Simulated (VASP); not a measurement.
# FeO (Wuestite): single point with RPBE+D4

FeO (Wuestite):

```
CELL_PARAMETERS angstrom
0.00000 2.15540 2.15540
2.15540 0.00000 2.15540
2.15540 2.15540 0.00000
ATOMIC_POSITIONS crystal
Fe 0.00000 0.00000 0.00000
O 0.50000 0.50000 0.50000
```

```json
{
 "Program": "VASP 6.6.1",
 "Task": "single point",
 "Functional": "RPBE",
 "Dispersion": "D4",
 "Potentials or basis": "VASP PAW PBE potentials, release 64 (Fe, O)",
 "Cutoff": "520 eV",
 "k mesh": "11 × 11 × 11",
 "Occupations": "tetrahedron",
 "Spin": "collinear spin, ferromagnetic start",
 "Starting moments": "[3.0, 0.0] μB"
}
```

| Item | Value |
| --- | --- |
| Pressure | -3.8 GPa |
| Band gap on the k mesh | zero (filled and empty bands overlap) |
| Net moment | 4.00 μB per cell |
| Site moments | Fe +3.63; O +0.30 μB |
| Valence electrons inside the program's atomic spheres | Fe 6.72; O 5.01 |
| Dispersion energy per atom | -0.712 eV |

Levels at points of the mesh, in eV from the Fermi level:
Spin up:
```tsv
k point	band 5	band 6	band 7	band 8	band 9	band 10	band 11	band 12	band 13	band 14
(0.00, 0.00, 0.00)	-3.81	-3.81	-3.81	-3.74	-3.74	0.11	15.52	17.06	17.06	17.06
```
Spin down:
| k point | band 3 | band 4 | band 5 | band 6 | band 7 | band 8 |
| --- | --- | --- | --- | --- | --- | --- |
| (0.00, 0.00, 0.00) | -3.25 | -3.25 | -0.71 | -0.71 | -0.71 | 0.26 |

Run time: 28 s on 1 thread of AMD EPYC 7R13, on a shared host, peak memory 0.17 GiB.

Caveat: the PAW data sets were made with another functional, which shifts forces and pressure a little; a cell with one magnetic atom can't hold antiferromagnetic order, which such compounds often take; semilocal functionals often make such compounds metallic where correlation or magnetic order opens a gap, which also shifts bond lengths; pairwise dispersion overbinds metals, which lowers pressure and volume; tetrahedron occupations give inexact forces and stress in metals. With open d or f shells a metallic result of RPBE can be an artefact of self-interaction; +U or a hybrid may open a gap.
